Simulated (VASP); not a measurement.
# AlCd2 (Fd-3m) in VASP: notebook, part 2 of 2

VASP 6.6.1.

### 3 Relaxation of cell and atoms, PBE

This run uses another cell than the first one, of 23.21 Å³/atom.

INCAR

```
SYSTEM = AlCd2
PREC     = Accurate       ! precision mode
ENCUT    = 600            ! plane-wave cutoff, eV
EDIFF    = 1E-7           ! SCF threshold, eV
ISMEAR   = 0              ! smearing method
SIGMA    = 0.1            ! smearing width, eV
LREAL    = .FALSE.        ! projectors in reciprocal space
LASPH    = .TRUE.         ! aspherical terms in the spheres
NELM     = 60             ! most SCF steps
ALGO     = Fast           ! electronic algorithm
ISIF     = 3              ! what is computed and relaxed
LWAVE    = .FALSE.        ! write WAVECAR
LCHARG   = .FALSE.        ! write CHGCAR
GGA      = PE             ! functional
IBRION   = 2              ! ionic algorithm
NSW      = 100            ! ionic steps
EDIFFG   = -0.01          ! ionic threshold
```

KPOINTS

```
Automatic mesh
0
G
  8 8 8
  0 0 0
```

POSCAR

```
AlCd2
1.0
    0.0000000000      4.1137669534      4.1137669534
    4.1137669534      0.0000000000      4.1137669534
    4.1137669534      4.1137669534      0.0000000000
Al Cd
2 4
Direct
    0.5000000000      0.5000000000      0.5000000000
    0.7500000000      0.7500000000      0.7500000000
    0.1250000000      0.1250000000      0.1250000000
    0.6250000000      0.1250000000      0.1250000000
    0.1250000000      0.1250000000      0.6250000000
    0.1250000000      0.6250000000      0.1250000000
```

Potentials or basis: VASP PAW PBE potentials, release 64 (Al, Cd).

On the command line:

```bash
> cat potpaw_PBE.64/Al/POTCAR potpaw_PBE.64/Cd/POTCAR > POTCAR
> mpirun -np 1 vasp_std > vasp.out
```

OUTCAR:

```text
SYSTEM = AlCd2
   PREC = Accurate
   ENCUT = 600
   EDIFF = 1E-7
   ISMEAR = 0
   LREAL = .FALSE.
   LASPH = .TRUE.
   NELM = 60
   ISIF = 3
   GGA = PE
   IBRION = 2
   NSW = 100
   EDIFFG = -0.01

 ion  position               nearest neighbor table
   1  0.500  0.500  0.500-   3 3.41   5 3.41   6 3.41   3 3.41   4 3.41   5 3.41   4 3.41   6 3.41
                             3 3.41   5 3.41   4 3.41   6 3.41
   2  0.750  0.750  0.750-   4 3.41   6 3.41   3 3.41   4 3.41   5 3.41   3 3.41   5 3.41   6 3.41
                             5 3.41   3 3.41   6 3.41   4 3.41
   3  0.125  0.125  0.125-   4 2.91   5 2.91   6 2.91   5 2.91   6 2.91   4 2.91   1 3.41   2 3.41
                             1 3.41   2 3.41   1 3.41   2 3.41
   4  0.625  0.125  0.125-   3 2.91   5 2.91   6 2.91   3 2.91   5 2.91   6 2.91   2 3.41   1 3.41
                             2 3.41   1 3.41   1 3.41   2 3.41
   5  0.125  0.125  0.625-   3 2.91   3 2.91   4 2.91   6 2.91   6 2.91   4 2.91   1 3.41   2 3.41
                             1 3.41   2 3.41   1 3.41   2 3.41
   6  0.125  0.625  0.125-   3 2.91   5 2.91   3 2.91   4 2.91   5 2.91   4 2.91   1 3.41   2 3.41
                             1 3.41   2 3.41   1 3.41   2 3.41

  LATTYP: Found a face centered cubic cell.
 ALAT       =     8.2275339068

  Lattice vectors:

 A1 = (   0.0000000000,   4.1137669534,   4.1137669534)
 A2 = (   4.1137669534,   0.0000000000,   4.1137669534)
 A3 = (   4.1137669534,   4.1137669534,   0.0000000000)

Analysis of symmetry for initial positions (statically):
=====================================================================
 Subroutine PRICEL returns:
 Original cell was already a primitive cell.

 Routine SETGRP: Setting up the symmetry group for a
 face centered cubic supercell.

 Subroutine GETGRP returns: Found 48 space group operations
 (whereof 24 operations were pure point group operations)
 out of a pool of 48 trial point group operations.

The static configuration has the point symmetry T_d .
 The point group associated with its full space group is O_h .

Analysis of symmetry for dynamics (positions and initial velocities):
=====================================================================
 Subroutine PRICEL returns:
 Original cell was already a primitive cell.

 Routine SETGRP: Setting up the symmetry group for a
 face centered cubic supercell.

 Subroutine GETGRP returns: Found 48 space group operations
 (whereof 24 operations were pure point group operations)
 out of a pool of 48 trial point group operations.

The dynamic configuration has the point symmetry T_d .
 The point group associated with its full space group is O_h .

 Subroutine INISYM returns: Found 48 space group operations
 (whereof 24 operations are pure point group operations),
 and found     1 'primitive' translations

[... 144 lines left out ...]

 number of electron      53.9999992 magnetization

 Free energy of the ion-electron system (eV)
  ---------------------------------------------------
  ext. energy  EPLUGINS =         0.00000000
  ---------------------------------------------------
  free energy    TOTEN  =        -8.74967729 eV

  energy without entropy =       -8.73575224  energy(sigma->0) =       -8.74271476

------------------------ aborting loop because EDIFF is reached ----------------------------------------

  FORCE on cell =-STRESS in cart. coord.  units (eV):
  Direction    XX          YY          ZZ          XY          YZ          ZX
  --------------------------------------------------------------------------------------
  -------------------------------------------------------------------------------------
  Total       -0.1338773     -0.1338773     -0.1338773     -0.0000000      0.0000000      0.0000000
  in kB       -1.5405245     -1.5405245     -1.5405245     -0.0000000      0.0000000      0.0000000
  external PRESSURE =      -1.5405245 kB  Pullay stress =       0.0000000 kB

 VOLUME and BASIS-vectors are now :
 -----------------------------------------------------------------------------
  energy-cutoff  :      600.00
  volume of cell :      139.24
      direct lattice vectors                 reciprocal lattice vectors
     0.000000000  4.113766953  4.113766953    -0.121543103  0.121543103  0.121543103
     4.113766953  0.000000000  4.113766953     0.121543103 -0.121543103  0.121543103
     4.113766953  4.113766953  0.000000000     0.121543103  0.121543103 -0.121543103

 POSITION                                       TOTAL-FORCE (eV/Angst)
 -----------------------------------------------------------------------------------
      4.11377      4.11377      4.11377         0.000000      0.000000      0.000000
      6.17065      6.17065      6.17065        -0.000000     -0.000000     -0.000000
      1.02844      1.02844      1.02844         0.000000      0.000000      0.000000
      1.02844      3.08533      3.08533         0.000000      0.000000      0.000000
      3.08533      3.08533      1.02844         0.000000      0.000000      0.000000
      3.08533      1.02844      3.08533         0.000000      0.000000      0.000000
 -----------------------------------------------------------------------------------
    total drift:                                0.000000      0.000000      0.000000

  FREE ENERGIE OF THE ION-ELECTRON SYSTEM (eV)
  ---------------------------------------------------
  free  energy   TOTEN  =        -8.7496772856 eV

  energy  without entropy=       -8.7357522438  energy(sigma->0) =       -8.74271476

--------------------------------------- Ionic step        2  -------------------------------------------

 number of electron      53.9999991 magnetization

 Free energy of the ion-electron system (eV)
  ---------------------------------------------------
  ext. energy  EPLUGINS =         0.00000000
  ---------------------------------------------------
  free energy    TOTEN  =        -8.75003124 eV

  energy without entropy =       -8.73595961  energy(sigma->0) =       -8.74299542

 E-fermi :   3.3088     XC(G=0): -10.1127

 val. band max:        3.3077472828   @ k =   0.5000   0.2500   0.0000
 cond. band min:       3.3178249215   @ k =   0.3750   0.1250   0.0000
 fundamental gap:      0.0100776387
 Fermi energy:         3.3088495740

 k-point     1 :       0.0000    0.0000    0.0000
  band No.  band energies     occupation
      1      -7.1283      2.00000
      2      -6.4898      2.00000
      3      -6.4898      2.00000
      4      -6.4898      2.00000
      5      -6.3051      2.00000
      6      -6.3051      2.00000
[... 829 lines left out ...]
     31       6.2346      0.00000
     32       6.5100      0.00000

 [... further k-points ...]

------------------------ aborting loop because EDIFF is reached ----------------------------------------

  FORCE on cell =-STRESS in cart. coord.  units (eV):
  Direction    XX          YY          ZZ          XY          YZ          ZX
  --------------------------------------------------------------------------------------
  -------------------------------------------------------------------------------------
  Total       -0.0464530     -0.0464530     -0.0464530     -0.0000000     -0.0000000     -0.0000000
  in kB       -0.5362638     -0.5362638     -0.5362638     -0.0000000     -0.0000000     -0.0000000
  external PRESSURE =      -0.5362638 kB  Pullay stress =       0.0000000 kB

 VOLUME and BASIS-vectors are now :
 -----------------------------------------------------------------------------
  energy-cutoff  :      600.00
  volume of cell :      138.79
      direct lattice vectors                 reciprocal lattice vectors
    -0.000000000  4.109338759  4.109338759    -0.121674077  0.121674077  0.121674077
     4.109338759  0.000000000  4.109338759     0.121674077 -0.121674077  0.121674077
     4.109338759  4.109338759  0.000000000     0.121674077  0.121674077 -0.121674077

 POSITION                                       TOTAL-FORCE (eV/Angst)
 -----------------------------------------------------------------------------------
      4.10934      4.10934      4.10934         0.000000     -0.000000     -0.000000
      6.16401      6.16401      6.16401         0.000000      0.000000      0.000000
      1.02733      1.02733      1.02733        -0.000000      0.000000      0.000000
      1.02733      3.08200      3.08200        -0.000000      0.000000      0.000000
      3.08200      3.08200      1.02733        -0.000000     -0.000000      0.000000
      3.08200      1.02733      3.08200        -0.000000     -0.000000      0.000000
 -----------------------------------------------------------------------------------
    total drift:                                0.000000      0.000000      0.000000

  FREE ENERGIE OF THE ION-ELECTRON SYSTEM (eV)
  ---------------------------------------------------
  free  energy   TOTEN  =        -8.7500312351 eV

  energy  without entropy=       -8.7359596072  energy(sigma->0) =       -8.74299542

 reached required accuracy - stopping structural energy minimisation
```

It took 3.8 min on 1 thread of AMD EPYC 9R45 (Zen 5), shared host; peak memory 0.38 GiB.

What came out:

| Item | Value |
| --- | --- |
| Free energy | -8.7500 eV |
| Relaxed volume | 23.13 Å³/atom |
| Relaxed cell | a = 5.811 Å, b = 5.811 Å, c = 5.811 Å, α = 60.00°, β = 60.00°, γ = 60.00° |
| Space group after relaxing (to 0.1 Å) | Fd-3m (No. 227) |
| Energy gained by relaxing | 0.1 meV/atom |
| Ionic steps | 2 |
| Pressure after relaxing | -0.1 GPa |
| Band gap on the k mesh | zero (bands 27 and 28 overlap by 3.76 eV) |

Step by step:
```
step  energy change (eV)  largest force (eV/Å)  pressure (GPa)  volume (Å³)
   1              0.0000                0.0000           -0.15       139.24
   2             -0.0004                0.0000           -0.05       138.79
```

Final structure:
```
CELL_PARAMETERS angstrom
0.00000 4.10934 4.10934
4.10934 0.00000 4.10934
4.10934 4.10934 0.00000
ATOMIC_POSITIONS crystal
Al 0.50000 0.50000 0.50000
Al 0.75000 0.75000 0.75000
Cd 0.12500 0.12500 0.12500
Cd 0.62500 0.12500 0.12500
Cd 0.12500 0.12500 0.62500
Cd 0.12500 0.62500 0.12500
```

Levels at points of the mesh, in eV from the Fermi level:
```tsv
k point	band 24	band 25	band 26	band 27	band 28	band 29	band 30	band 31
(0.00, 0.00, 0.00)	-1.44	-1.44	-1.44	-0.80	-0.37	-0.37	-0.37	1.14
(0.50, 0.00, 0.00)	-2.36	-1.63	-1.63	-1.30	-1.30	1.63	2.61	3.02
(0.50, 0.50, 0.00)	-3.96	-3.26	-3.26	2.46	2.46	3.22	3.22	3.46
```

The gap in the log of VASP goes by the Fermi energy; the results here count the filled bands.